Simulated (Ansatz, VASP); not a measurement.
One calculation of BaF2, two programs

```xyz
3
Lattice="0.0000 2.9928 2.9928 2.9928 0.0000 2.9928 2.9928 2.9928 0.0000" Properties=species:S:1:pos:R:3 pbc="T T T"
Ba    0.0000    0.0000    0.0000
F     1.4964    1.4964    1.4964
F     4.4892    4.4892    4.4892
```

Alike in both runs: task single point; functional PBE; k mesh 8 × 8 × 8; occupations gaussian, width 0.02 eV; no spin polarisation.

```csv
,VASP,Ansatz
version,VASP 6.6.1,Ansatz 0.2.0
potentials or method,"VASP PAW PBE potentials, release 64 (Ba_sv, F), cutoff 600 eV","scalar-relativistic, plane waves, PAW"
valence electrons in the cell,24,24
```

|  | VASP | Ansatz | Ansatz less VASP |
| --- | --- | --- | --- |
| gap on the k mesh at the Fermi level (eV) | 7.21 | 7.29 | +0.080 |
| least direct gap on the mesh (eV) | 7.37 | 7.48 | +0.107 |
| pressure (GPa) | 11.0 | 9.4 | -1.69 |

With one functional, cell and mesh, what is left measures potentials, basis and numerics.

Neither program's run includes spin-orbit coupling.
